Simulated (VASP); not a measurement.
A run of VASP 6.6.1 is set up as follows.

The input POSCAR:

```
HfO2
1.0
    0.0000000000      2.4027029384      2.4027029384
    2.4027029384      0.0000000000      2.4027029384
    2.4027029384      2.4027029384      0.0000000000
Hf O
1 2
Direct
    0.0000000000      0.0000000000      0.0000000000
    0.2500000000      0.2500000000      0.2500000000
    0.7500000000      0.7500000000      0.7500000000
```

The input INCAR.step1:

```
PREC = Accurate ; ENCUT = 520
ISMEAR = 0 ; SIGMA = 0.05
LREAL = False ; LASPH = True
NELM = 60 ; NBANDS = 18
GGA = PE ; ALGO = Normal
EDIFF = 1E-4 ; LWAVE = True
LCHARG = False
```

Contents of INCAR.step2:

```
PREC = Accurate ; ENCUT = 520
EDIFF = 1E-6 ; ISMEAR = 0
SIGMA = 0.05 ; LREAL = False
LASPH = True ; NELM = 60
ALGO = Normal ; ISIF = 2
LWAVE = False ; LCHARG = False
METAGGA = R2SCAN ; LMIXTAU = True
NBANDS = 18 ; ISTART = 1
```

Contents of KPOINTS:

```
Automatic mesh
0
Gamma
  8 8 8
```

Potentials or basis: VASP PAW PBE potentials, release 64 (Hf_pv, O).

The run is started by

```console
$ cat potpaw_PBE.64/Hf_pv/POTCAR potpaw_PBE.64/O/POTCAR > POTCAR
$ cp INCAR.step1 INCAR
$ mpirun -np 1 vasp_std > vasp.out
$ cp INCAR.step2 INCAR
$ mpirun -np 1 vasp_std > vasp.out
```

Question: What does it give for the band gap on the k mesh?

Answer: 4.77 eV, direct.

Question: What does it give for the pressure?

Answer: 52.0 GPa.

Caveat: the cell differs from its parent crystal (strain -0.050 along x and y, -0.050 along z); the PAW data sets were made with another functional, which shifts forces and pressure a little; spin-orbit coupling is left out, which moves the levels of the heavy elements. A k mesh can miss the band edges.
